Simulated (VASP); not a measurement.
Write the native input for VASP 6.6.1 that does the following.

```
Task                   : single point
Functional             : PBE
Potentials or basis    : VASP PAW PBE potentials, release 64 (K_sv, F)
Cutoff                 : 520 eV
k mesh                 : 6 × 6 × 6
Occupations            : gaussian, width 0.01 eV
Spin                   : no spin polarisation
Dipole correction      : no
Further INCAR settings : ALGO = Normal; EDIFF = 1e-07; NBANDS = 15
```

The structure of KF lies in POSCAR:

```
KF
1.0
    0.0000000000      2.6589605792      2.6589605792
    2.6589605792      0.0000000000      2.6589605792
    2.6589605792      2.6589605792      0.0000000000
K F
1 1
Direct
    0.0000000000      0.0000000000      0.0000000000
    0.5000000000      0.5000000000      0.5000000000
```

The input as run:

INCAR

```
  ALGO = Normal
  EDIFF = 1E-7
  ENCUT = 520
  GGA = PE
  ISIF = 2
  ISMEAR = 0
  LASPH = T
  LCHARG = T
  LELF = T
  LREAL = F
  LVHAR = T
  LWAVE = F
  NBANDS = 15
  NELM = 60
  PREC = Accurate
  SIGMA = 0.01
```

KPOINTS

```
k-points
0
Gamma
  6 6 6
```

Potentials or basis: VASP PAW PBE potentials, release 64 (K_sv, F).

The run is started by

```console
$ cat potpaw_PBE.64/K_sv/POTCAR potpaw_PBE.64/F/POTCAR > POTCAR
$ mpirun -np 1 vasp_std > vasp.out
```

It gave:

```
Pressure               : 2.0 GPa
Band gap on the k mesh : 6.24 eV, direct
```

Wall time 8 s on 1 thread of AMD EPYC 7R13 Processor (Zen 3) (shared host), peak memory 0.12 GiB.
